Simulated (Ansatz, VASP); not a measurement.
# Two plane-wave programs on SiMo3

```
Si Mo
1.0
     4.90649    0.00000    0.00000
     0.00000    4.90649    0.00000
     0.00000    0.00000    4.90649
Si Mo
2 6
Direct
  0.50000 0.50000 0.50000
  0.00000 0.00000 0.00000
  0.00000 0.50000 0.25000
  0.00000 0.50000 0.75000
  0.50000 0.75000 0.00000
  0.50000 0.25000 0.00000
  0.75000 0.00000 0.50000
  0.25000 0.00000 0.50000
```

Alike in both runs: functional PBE; k mesh 8 × 8 × 8; occupations gaussian, width 0.1 eV; no spin polarisation.

Ansatz relaxed the structure, and its values are those at the end. VASP's run is a single point on that final structure, the one shown.

|  | VASP | Ansatz |
| --- | --- | --- |
| version | VASP 6.6.1 | Ansatz 0.2.0 |
| potentials or method | VASP PAW PBE potentials, release 64 (Si, Mo_sv), cutoff 520 eV | scalar-relativistic, plane waves, PAW |
| valence electrons in the cell | 92 | 92 |

```csv
,VASP,Ansatz,Ansatz less VASP
gap on the k mesh at the Fermi level (eV),none,none,-
pressure (GPa),0.5,0.0,-0.46
```

A gap of «none» marks a metal or a gap that the smearing closes. The functional is the same, so the differences come from potentials, cutoffs and numerics.
